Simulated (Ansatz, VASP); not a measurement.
# Two plane-wave programs on Mg3W

```xyz
4
Lattice="4.2043 0.0000 0.0000 0.0000 4.2043 0.0000 0.0000 0.0000 4.2043" Properties=species:S:1:pos:R:3 pbc="T T T"
Mg    0.0000    2.1021    2.1021
Mg    2.1021    0.0000    2.1021
Mg    2.1021    2.1021    0.0000
W     0.0000    0.0000    0.0000
```

Alike in both runs: task relaxation of cell and atoms; functional PBE; k mesh 12 × 12 × 12; occupations gaussian, width 0.1 eV; no spin polarisation.

```csv
,VASP,Ansatz
version,VASP 6.6.1,Ansatz 0.2.0
potentials or method,"VASP PAW PBE potentials, release 64 (Mg, W_sv), cutoff 600 eV","scalar-relativistic, plane waves, PAW"
valence electrons in the cell,20,44
```

|  | VASP | Ansatz | Ansatz less VASP |
| --- | --- | --- | --- |
| gap on the k mesh at the Fermi level, each at its own relaxed structure (eV) | none | none | - |
| relaxed volume (Å³/atom) | 18.46 | 18.48 | +0.017 |
| relaxed cell length with the largest relative difference (Å) | 4.196 | 4.197 | +0.0013 |

A gap of «none» marks a metal or a gap that the smearing closes. VASP's potentials hold 20 valence electrons a cell and Ansatz's 44, so a difference there can come from the potentials and not from the codes.

Neither program's run includes spin-orbit coupling.
